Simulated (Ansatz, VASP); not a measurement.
ZnS in VASP and in Ansatz

The input INCAR:

```
SYSTEM = ZnS
  PREC = Accurate
  ENCUT = 500
  EDIFF = 1E-6
  ISMEAR = -1
  SIGMA = 0.05
  LREAL = .False.
  LASPH = .True.
  NELM = 120
  ALGO = Normal
  ISIF = 2
  LWAVE = .False.
  LCHARG = .True.
  GGA = PS
  LELF = .True.
  LVHAR = .True.
  NBANDS = 16
  GGA_COMPAT = .False.
```

The input KPOINTS:

```
Automatic mesh
0
Gamma
  16 16 16
  0 0 0
```

The input POSCAR:

```
ZnS
1.0
    0.0000000000      2.4043607874      2.4043607874
    2.4043607874      0.0000000000      2.4043607874
    2.4043607874      2.4043607874      0.0000000000
Zn S
1 1
Direct
    0.0000000000      0.0000000000      0.0000000000
    0.5000000000      0.5000000000      0.5000000000
```

Input for Ansatz:

```yaml
crystal:
  lattice:
    - [0.0, 2.4043607874, 2.4043607874]
    - [2.4043607874, 0.0, 2.4043607874]
    - [2.4043607874, 2.4043607874, 0.0]
  atoms:
    - { symbol: Zn, position: [0.0, 0.0, 0.0] }
    - { symbol: S, position: [0.5, 0.5, 0.5] }
kpoints:
  mp_grid: { grid: [16, 16, 16] }
scf:
  occupations: { method: fermi_dirac, width: 0.05 }
hamiltonian:
  xc: pbesol
  pseudopotentials: { kind: all_electron, lapw: { basis_error: 0.001 } }
output:
  forces: true
  stress: true
  eigenvalues: true
  populations: true
```

Change from the starting cell: volume scaled by 0.88, LAPW.

Alike in both runs: task single point; functional PBEsol; k mesh 16 × 16 × 16; occupations fermi-dirac, width 0.05 eV; no spin polarisation.

```csv
,VASP,Ansatz
version,VASP 6.6.1,Ansatz 0.2.0
potentials or method,"VASP PAW PBE potentials, release 64 (Zn, S), cutoff 500 eV","all-electron LAPW, scalar-relativistic"
```

Ansatz gave:

* pressure (GPa): 16.9

Problem. What did VASP give for the same quantities?

Solution. Pressure (GPa): 17.4.

VASP's potentials were made for PBE, not for PBEsol. Ansatz ran all-electron here, and VASP with PAW potentials.
